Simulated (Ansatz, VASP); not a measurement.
# NaI: VASP beside Ansatz

File INCAR:

```
SYSTEM = NaI
ALGO = Normal
EDIFF = 1E-6
ENCUT = 520
GGA = PE
ISIF = 2
ISMEAR = 0
LASPH = .True.
LCHARG = .True.
LELF = .True.
LREAL = .False.
LVHAR = .True.
LWAVE = .False.
NBANDS = 14
NELM = 100
PREC = Accurate
SIGMA = 0.05
```

The input KPOINTS:

```
k-points
0
Gamma
  6 6 6
  0 0 0
```

The input POSCAR:

```
NaI
1.0
    0.0000000000      3.2364000000      3.2849460000
    3.2364000000      0.0000000000      3.2849460000
    3.2364000000      3.2364000000      0.0000000000
Na I
1 1
Direct
    0.0000000000      0.0000000000      0.0000000000
    0.5000000000      0.5000000000      0.5000000000
```

Input for Ansatz:

```yaml
crystal:
  lattice:
    - [0.0, 3.2364, 3.284946]
    - [3.2364, 0.0, 3.284946]
    - [3.2364, 3.2364, 0.0]
  atoms:
    - { symbol: Na, position: [0.0, 0.0, 0.0] }
    - { symbol: I, position: [0.5, 0.5, 0.5] }
basis:
  ecutwfc: "700 eV"
kpoints:
  mp_grid: { grid: [6, 6, 6] }
hamiltonian:
  xc: pbe
scf:
  occupations: { method: gaussian, width: 0.05 }
output:
  forces: true
  eigenvalues: true
  stress: true
```

Alike in both runs: task single point; functional PBE; k mesh 6 × 6 × 6; occupations gaussian, width 0.05 eV; no spin polarisation.

|  | VASP | Ansatz |
| --- | --- | --- |
| version | VASP 6.6.1 | Ansatz 0.2.0 |
| potentials or method | VASP PAW PBE potentials, release 64 (Na_pv, I), cutoff 520 eV | scalar-relativistic, plane waves, PAW |
| valence electrons in the cell | 14 | 26 |

VASP gave:

* gap on the k mesh at the Fermi level (eV): 3.59
* pressure (GPa): 0.2
* traceless stress, the component that is largest in VASP (GPa): -0.23

Estimate Ansatz's values.

gap on the k mesh at the Fermi level (eV): 3.59; pressure (GPa): 0.2; traceless stress, the component that is largest in VASP (GPa): -0.22.

VASP's potentials hold 14 valence electrons a cell and Ansatz's 26, so a difference there can come from the potentials and not from the codes.

Spin-orbit coupling is off throughout.
